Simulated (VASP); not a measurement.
Runs of VASP 6.6.1 on Rh. The structure is that of space group P6_3/mmc (No. 194), or close to it. The cells are those of the table. This isn't the form of Rh at room conditions, which is fcc.

```csv
spin,fixed moment (μB),cell,gap on the mesh (eV),pressure (GPa),moment (μB)
off,-,"a = 2.879, b = 2.879, c = 4.634 Å, angles 90.0, 90.0, 120.0°, 2 atoms",none,(b),-
"collinear, ferromagnetic start",1.25,"a = 2.879, b = 2.879, c = 4.634 Å, angles 90.0, 90.0, 120.0°, 2 atoms",-,(c),1.25
off,-,"a = 2.550, b = 2.550, c = 4.104 Å, angles 90.0, 90.0, 120.0°, 2 atoms",none,84.1,-
"collinear, ferromagnetic start",1.5,"a = 2.879, b = 2.879, c = 4.634 Å, angles 90.0, 90.0, 120.0°, 2 atoms",-,-24.9,1.50
"collinear, ferromagnetic start",1.0,"a = 2.669, b = 2.669, c = 4.296 Å, angles 90.0, 90.0, 120.0°, 2 atoms",-,20.4,1.00
off,-,"a = 2.669, b = 2.669, c = 4.296 Å, angles 90.0, 90.0, 120.0°, 2 atoms",none,18.6,-
collinear,0.25,"a = 2.611, b = 2.611, c = 4.202 Å, angles 90.0, 90.0, 120.0°, 2 atoms",-,45.5,0.25
off,-,"a = 2.611, b = 2.611, c = 4.202 Å, angles 90.0, 90.0, 120.0°, 2 atoms",none,(a),-
```

Alike in all rows: task single point; level PBE; potentials or basis VASP PAW PBE potentials, release 64 (Rh_pv); k mesh 21 × 21 × 12; cutoff (eV) 500; smearing gaussian 0.15 eV.

Question: Estimate the missing entries.

Answer: (a) 45.4; (b) -27.1; (c) -25.6.

Caveats: the cell stands under pressure (at least some runs); the total moment is fixed, so each spin has its own Fermi level and the state may be an excited one (at least some runs); the cell stands under tension (at least some runs).

A k mesh can miss the band edges, and the runs leave out spin-orbit coupling on Rh.

A gap of «none» marks levels without a gap at the run's occupations.
